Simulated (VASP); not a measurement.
# Pt (Im-3m) in VASP: further runs, part 2 of 3

VASP 6.6.1.

## (4) Relaxation of cell and atoms, PBE, target pressure -2.9 GPa, at which the enthalpy is minimised

This run uses another cell than the first one, of 15.83 Å³/atom, 0.987 times its volume.

Contents of INCAR:

```
PREC = Accurate
ENCUT = 600
EDIFF = 1E-6
ISMEAR = -1
SIGMA = 0.05
LREAL = False
LASPH = True
NELM = 100
ALGO = Normal
ISIF = 3
LWAVE = False
LCHARG = False
GGA = PE
IBRION = 2
NSW = 60
EDIFFG = -0.005
PSTRESS = -29.0
```

Contents of KPOINTS:

```
regular mesh
0
Gamma
  17 17 17
```

Contents of POSCAR:

```
Pt
1.0
   -1.5818621218      1.5818621218      1.5818621218
    1.5818621218     -1.5818621218      1.5818621218
    1.5818621218      1.5818621218     -1.5818621218
Pt
1
Direct
    0.0000000000      0.0000000000      0.0000000000
```

Potentials or basis: VASP PAW PBE potentials, release 64 (Pt).

Launch:

```sh
$ cat potpaw_PBE.64/Pt/POTCAR > POTCAR
$ mpirun -np 1 vasp_std > vasp.out
```

OUTCAR:

```text
PREC = Accurate
   ENCUT = 600
   EDIFF = 1E-6
   ISMEAR = -1
   LREAL = False
   LASPH = True
   NELM = 100
   ISIF = 3
   GGA = PE
   IBRION = 2
   NSW = 60
   EDIFFG = -0.005
   PSTRESS = -29.0

 ion  position               nearest neighbor table
   1  0.000  0.000  0.000-

  LATTYP: Found a body centered cubic cell.
 ALAT       =     3.1637242436

  Lattice vectors:

 A1 = (  -1.5818621218,   1.5818621218,   1.5818621218)
 A2 = (   1.5818621218,  -1.5818621218,   1.5818621218)
 A3 = (   1.5818621218,   1.5818621218,  -1.5818621218)

Analysis of symmetry for initial positions (statically):
=====================================================================
 Subroutine PRICEL returns:
 Original cell was already a primitive cell.

 Routine SETGRP: Setting up the symmetry group for a
 body centered cubic supercell.

 Subroutine GETGRP returns: Found 48 space group operations
 (whereof 48 operations were pure point group operations)
 out of a pool of 48 trial point group operations.

The static configuration has the point symmetry O_h .

Analysis of symmetry for dynamics (positions and initial velocities):
=====================================================================
 Subroutine PRICEL returns:
 Original cell was already a primitive cell.

 Routine SETGRP: Setting up the symmetry group for a
 body centered cubic supercell.

 Subroutine GETGRP returns: Found 48 space group operations
 (whereof 48 operations were pure point group operations)
 out of a pool of 48 trial point group operations.

The dynamic configuration has the point symmetry O_h .

 Subroutine INISYM returns: Found 48 space group operations
 (whereof 48 operations are pure point group operations),
 and found     1 'primitive' translations

----------------------------------------------------------------------------------------

                                     Primitive cell

  volume of cell :      15.8331

  direct lattice vectors                    reciprocal lattice vectors
    -1.581862122  1.581862122  1.581862122     0.000000000  0.316083174  0.316083174
     1.581862122 -1.581862122  1.581862122     0.316083174  0.000000000  0.316083174
     1.581862122  1.581862122 -1.581862122     0.316083174  0.316083174  0.000000000

  length of vectors
     2.739865566  2.739865566  2.739865566     0.447009111  0.447009111  0.447009111

  position of ions in fractional coordinates (direct lattice)
     0.000000000  0.000000000  0.000000000

  ion indices of the primitive-cell ions
   primitive index   ion index
                 1           1

----------------------------------------------------------------------------------------

 KPOINTS: regular mesh

Automatic generation of k-mesh.
 Grid dimensions read from file:
 generate k-points for:   17   17   17

 Generating k-lattice:

  Cartesian coordinates                     Fractional coordinates (reciprocal lattice)
     0.000000000  0.018593128  0.018593128     0.058823529  0.000000000  0.000000000
     0.018593128  0.000000000  0.018593128     0.000000000  0.058823529  0.000000000
     0.018593128  0.018593128  0.000000000     0.000000000  0.000000000  0.058823529

  Length of vectors
     0.026294654  0.026294654  0.026294654

  Shift w.r.t. Gamma in fractional coordinates (k-lattice)
     0.000000000  0.000000000  0.000000000

 Subroutine IBZKPT returns following result:
 ===========================================

 Found    165 irreducible k-points:

 Following reciprocal coordinates:
            Coordinates               Weight
  0.000000  0.000000  0.000000      1.000000
  0.058824  0.000000  0.000000     12.000000
  0.117647  0.000000  0.000000     12.000000
  0.176471  0.000000  0.000000     12.000000
  0.235294  0.000000  0.000000     12.000000
  0.294118  0.000000  0.000000     12.000000
[... 16 lines left out ...]
  0.411765  0.117647  0.000000     48.000000
  0.176471  0.176471  0.000000     24.000000
 [... further k-points ...]
   k-points           NKPTS =    165   k-points in BZ     NKDIM =    165   number of bands    NBANDS=      9
   number of dos      NEDOS =    301   number of ions     NIONS =      1
   total plane-waves  NPLWV =  13824
   dimension x,y,z NGX =    24 NGY =   24 NGZ =   24
   dimension x,y,z NGXF=    48 NGYF=   48 NGZF=   48
   ions per type =               1
   NGX,Y,Z   is equivalent  to a cutoff of  14.56, 14.56, 14.56 a.u.
   NGXF,Y,Z  is equivalent  to a cutoff of  29.12, 29.12, 29.12 a.u.
 SYSTEM =  unknown system
   PREC   = accura    normal or accurate (medium, high low for compatibility)
   ISTART =      0    job   : 0-new  1-cont  2-samecut
   ICHARG =      2    charge: 1-file 2-atom 10-const
   ISPIN  =      1    spin polarized calculation?
   LNONCOLLINEAR =      F non collinear calculations
   LSORBIT =      F    spin-orbit coupling
   LASPH  =      T    aspherical Exc in radial PAW
   ENCUT  =  600.0 eV  44.10 Ry    6.64 a.u.   5.47  5.47  5.47*2*pi/ulx,y,z
   NELM   =    100;   NELMIN=  2; NELMDL= -5     # of ELM steps
   EDIFF  = 0.1E-05   stopping-criterion for ELM
   LREAL  =      F    real-space projection
   EDIFFG = -.5E-02   stopping-criterion for IOM
   NSW    =     60    number of steps for IOM
   IBRION =      2    ionic relax: 0-MD 1-quasi-New 2-CG
   NFREE  =      1    steps in history (QN), initial steepest desc. (CG)
   ISIF   =      3    stress and relaxation
   ISYM   =      2    0-nonsym 1-usesym 2-fastsym
   POTIM  = 0.5000    time-step for ionic-motion
   TEBEG  =    0.0;   TEEND  =   0.0 temperature during run
   PSTRESS=  -29.0 pullay stress
   NELECT =      10.0000    total number of electrons
   NUPDOWN=      -1.0000    fix difference up-down
   EMIN   =  10.00;   EMAX   =-10.00  energy-range for DOS
   EFERMI =   0.00;   METHOD = LEGACY
   ISMEAR =    -1;   SIGMA  =   0.05  broadening in eV -4-tet -1-fermi 0-gaus
   EFERMI_NEDOS =   21; number of points for ismear=-14 and -15
   IALGO  =     38    algorithm
   IMIX   =      4    mixing-type and parameters
     AMIX     =   0.40;   BMIX     =  1.00
     AMIX_MAG =   1.60;   BMIX_MAG =  1.00
  volume/ion in A,a.u.               =      15.83       106.85
  Fermi-wavevector in a.u.,A,eV,Ry     =   1.404601  2.654310 26.842976  1.972903
  Thomas-Fermi vector in A             =   2.527146
   LORBIT       =      0    0 simple, 1 ext, 2 COOP (PROOUT), +10 PAW based schemes
   GGA     = PE    functional components
   LHFCALC =     F    Hartree Fock is set to
   AEXX    =    0.0000 exact exchange contribution
   IVDW    =     0    specifies the selected vdW correction
   LEPSILON=     F    determine dielectric tensor
   LRPA    =     F    only Hartree local field effects (RPA)
 conjugate gradient relaxation of ions
 non-spin polarized calculation
  energy-cutoff  :      600.00
  volume of cell :       15.83
 maximum number of plane-waves:       547
 NGX is ok and might be reduce to    24
   NGX = 11   NGY = 11   NGZ = 11

--------------------------------------- Ionic step        1  -------------------------------------------

 number of electron      10.0000000 magnetization

 number of electron       9.9999999 magnetization

 Free energy of the ion-electron system (eV)
  ---------------------------------------------------
  ext. energy  EPLUGINS =         0.00000000
  ---------------------------------------------------
  free energy    TOTEN  =        -6.00726328 eV

  energy without entropy =       -5.99830926  energy(sigma->0) =       -6.00278627

 E-fermi :  10.1071     XC(G=0): -13.1906

 val. band max:       10.1022262485   @ k =  -0.2941   0.2941   0.1765
 cond. band min:      10.1933131496   @ k =  -0.3529   0.4706   0.2353
 fundamental gap:      0.0910869011
 Fermi energy:        10.1071151356

 k-point     1 :       0.0000    0.0000    0.0000
  band No.  band energies     occupation
      1       0.6877      2.00000
      2       6.6992      2.00000
      3       6.6992      2.00000
      4       6.6992      2.00000
      5       9.1704      2.00000
      6       9.1704      2.00000
      7      27.2612      0.00000
      8      27.2612      0.00000
      9      27.2612      0.00000
[... 347 lines left out ...]
  enthalpy is  TOTEN    =        -6.2881996624 eV   P V=       -0.2972312808

--------------------------------------- Ionic step        3  -------------------------------------------

 number of electron       9.9999999 magnetization

 Free energy of the ion-electron system (eV)
  ---------------------------------------------------
  ext. energy  EPLUGINS =         0.00000000
  ---------------------------------------------------
  free energy    TOTEN  =        -6.00543577 eV

  energy without entropy =       -5.99642024  energy(sigma->0) =       -6.00092801

 E-fermi :   9.9123     XC(G=0): -13.1246

 val. band max:        9.9059388258   @ k =  -0.2941   0.2941   0.1765
 cond. band min:       9.9955605577   @ k =  -0.3529   0.4706   0.2353
 fundamental gap:      0.0896217319
 Fermi energy:         9.9122714222

 k-point     1 :       0.0000    0.0000    0.0000
  band No.  band energies     occupation
      1       0.6055      2.00000
      2       6.5619      2.00000
      3       6.5619      2.00000
      4       6.5619      2.00000
      5       8.9925      2.00000
      6       8.9925      2.00000
      7      27.0666      0.00000
      8      27.0666      0.00000
      9      27.0666      0.00000
[... 304 lines left out ...]
  FREE ENERGIE OF THE ION-ELECTRON SYSTEM (eV)
  ---------------------------------------------------
  free  energy   TOTEN  =        -6.0054357738 eV

  energy  without entropy=       -5.9964202366  energy(sigma->0) =       -6.00092801

  enthalpy is  TOTEN    =        -6.2952284624 eV   P V=       -0.2897926886

 reached required accuracy - stopping structural energy minimisation
```

OSZICAR:

```text
N       E                     dE             d eps       ncg     rms          rms(c)
DAV:   1     0.417639140138E+02    0.41764E+02   -0.59472E+03  3026   0.116E+03
DAV:   2    -0.589167558495E+01   -0.47656E+02   -0.45699E+02  3124   0.197E+02
DAV:   3    -0.636530027006E+01   -0.47362E+00   -0.46834E+00  3407   0.206E+01
DAV:   4    -0.636686559219E+01   -0.15653E-02   -0.15653E-02  3269   0.127E+00
[... 20 lines left out ...]
DAV:   3    -0.600518695683E+01    0.24644E-02   -0.13631E-02  3115   0.937E-01    0.312E-01
DAV:   4    -0.600544151453E+01   -0.25456E-03   -0.67236E-04  3161   0.188E-01    0.331E-02
DAV:   5    -0.600543398065E+01    0.75339E-05   -0.74012E-06  3115   0.260E-02    0.579E-03
DAV:   6    -0.600543577147E+01   -0.17908E-05   -0.52831E-07  2733   0.575E-03    0.409E-04
DAV:   7    -0.600543577380E+01   -0.23239E-08   -0.11441E-08  1491   0.102E-03
   3 F= -.62952285E+01 E0= -.62907207E+01  d E =-.138029E-02
```

CONTCAR:

```text
Pt
   1.00000000000000
    -1.5877422653133726    1.5877422653133726    1.5877422653133726
     1.5877422653133726   -1.5877422653133726    1.5877422653133726
     1.5877422653133726    1.5877422653133726   -1.5877422653133726
  Pt
     1
Direct
     0.0000000000000000    0.0000000000000000    0.0000000000000000

  0.00000000E+00  0.00000000E+00  0.00000000E+00
```

Wall time 31 s (1 thread of Intel Xeon Platinum 8259CL at 2.50GHz (Skylake/Cascade Lake), shared host); peak memory 0.17 GiB.

Results:

```
Free energy                                            : -6.0054 eV
Relaxed volume                                         : 16.01 Å³/atom
Relaxed cell                                           : a = 2.750 Å, b = 2.750 Å, c = 2.750 Å, α = 109.47°, β = 109.47°, γ = 109.47°
Space group after relaxing (to 0.05 Å)                 : Im-3m (No. 229)
Energy change on relaxing (the enthalpy is what falls) : +1.8 meV/atom
Ionic steps                                            : 3
Pressure after relaxing                                : -2.9 GPa
Band gap on the k mesh                                 : zero (band 5 reaches 10.91 eV, above the bottom of band 6 at 8.86 eV)
```

Step by step:
| step | energy change (eV) | largest force (eV/Å) | pressure (GPa) | volume (Å³) |
| --- | --- | --- | --- | --- |
| 1 | 0.0000 | 0.0000 | -0.33 | 15.83 |
| 2 | 0.0163 | 0.0000 | -8.20 | 16.42 |
| 3 | 0.0018 | 0.0000 | -2.91 | 16.01 |

Final structure:
```
Pt
1.0
    -1.58774    1.58774    1.58774
     1.58774   -1.58774    1.58774
     1.58774    1.58774   -1.58774
Pt
1
Direct
  0.00000 0.00000 0.00000
```

Caveat: the cell is relaxed towards a set pressure, so the enthalpy falls and the energy may rise; spin-orbit coupling is left out, which moves the levels of the heavy elements.

(Continued in part 3 of 3.)
